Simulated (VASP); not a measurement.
Here is a VASP 6.6.1 calculation.

Contents of POSCAR:

```
Sn
1.0
   -2.9482820713      2.9504023647      1.5888172584
    2.9504023647     -2.9482820713      1.5888172584
    2.9460530987      2.9460530987     -1.5849306448
Sn
2
Direct
    0.0000251473      0.9999748527      0.0000000000
    0.7499748527      0.2500251473      0.5000000000
```

INCAR.step1

```
ALGO = Normal
EDIFF = 1E-4
ENCUT = 520
GGA = PE
ISMEAR = -1
LASPH = True
LCHARG = False
LREAL = False
LWAVE = True
NBANDS = 21
NELM = 60
PREC = Accurate
SIGMA = 0.1
```

The input INCAR.step2:

```
ALGO = Normal
EDIFF = 1E-6
ENCUT = 520
ISIF = 2
ISMEAR = -1
ISTART = 1
LASPH = True
LCHARG = False
LMIXTAU = True
LREAL = False
LWAVE = False
METAGGA = R2SCAN
NBANDS = 21
NELM = 60
PREC = Accurate
SIGMA = 0.1
```

File KPOINTS:

```
k-points
0
Gamma
  7 7 5
```

Potentials or basis: VASP PAW PBE potentials, release 64 (Sn_d).

Run with:

```console
$ cat potpaw_PBE.64/Sn_d/POTCAR > POTCAR
$ cp INCAR.step1 INCAR
$ mpirun -np 1 vasp_std > vasp.out
$ cp INCAR.step2 INCAR
$ mpirun -np 1 vasp_std > vasp.out
```

(1) What does it give for the band gap on the k mesh?

(2) Estimate the largest force.

Results:

(1) zero (band 14 reaches 9.08 eV, above the bottom of band 15 at 5.84 eV).

(2) 0.023 eV/Å.

Caveat: the PAW data sets were made with another functional, which shifts forces and pressure a little; spin-orbit coupling is left out, which moves the levels of the heavy elements.
